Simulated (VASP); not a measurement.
MgSn2O3: single point with PBE

MgSn2O3:

```
Mg Sn O
1.0
     2.67381    1.54373    3.86689
    -2.67381    1.54373    3.86689
     0.00000   -3.08745    3.86689
Mg Sn O
1 2 3
Direct
  0.00000 0.00000 0.00000
  0.62922 0.62922 0.62922
  0.37078 0.37078 0.37078
  0.00000 0.50000 0.00000
  0.50000 0.00000 0.00000
  0.00000 0.00000 0.50000
```

The cell was generated, and may not be a known phase.

```yaml
Program: VASP 6.6.1
Task: single point
Functional: PBE
Potentials_or_basis: VASP PAW PBE potentials, release 64 (Mg, Sn_d, O)
Cutoff: 520 eV
k_mesh: 6 × 6 × 6
Occupations: gaussian, width 0.1 eV
Spin: no spin polarisation
Dipole_correction: no
Further_INCAR_settings: ALGO = Normal; EDIFF = 1e-07; NBANDS = 33
```

| Item | Value |
| --- | --- |
| Pressure | -9.2 GPa |
| Largest force | 0.916 eV/Å |
| Band gap on the k mesh | zero (bands 24 and 25 overlap by 0.38 eV) |

Forces on the atoms (eV/Å):
```
Mg   0.000  0.000  0.000
Sn   0.000  0.000  0.916
Sn   0.000  0.000 -0.916
O    0.000  0.000  0.000
O    0.000  0.000  0.000
O    0.000  0.000  0.000
```

Stress tensor (GPa, compression positive):
```
  4.69   0.00   0.00
  0.00   4.69   0.00
  0.00   0.00 -36.88
```

Levels at points of the mesh, in eV from the Fermi level:
```tsv
k point	band 21	band 22	band 23	band 24	band 25	band 26	band 27	band 28
(0.00, 0.00, 0.00)	-2.30	-0.74	-0.74	-0.47	-0.27	0.05	0.05	3.25
(0.50, 0.00, 0.00)	-1.61	-1.60	-0.97	0.00	0.10	0.88	1.16	4.11
(0.50, 0.50, 0.00)	-1.53	-1.19	-1.19	0.01	0.29	1.33	2.14	2.67
(0.50, 0.50, 0.50)	-1.02	-0.41	0.10	0.10	0.99	1.47	1.47	1.57
```

Run time: 79 s on 1 thread of AMD EPYC 9R45 96-Core Processor (Zen 5) (shared host), peak memory 0.25 GiB.

Caveat: the stress differs along the axes, from -37 to 5 GPa; semilocal functionals underestimate gaps, and a narrow one can read as zero; spin-orbit coupling is left out, which moves the levels of the heavy elements.
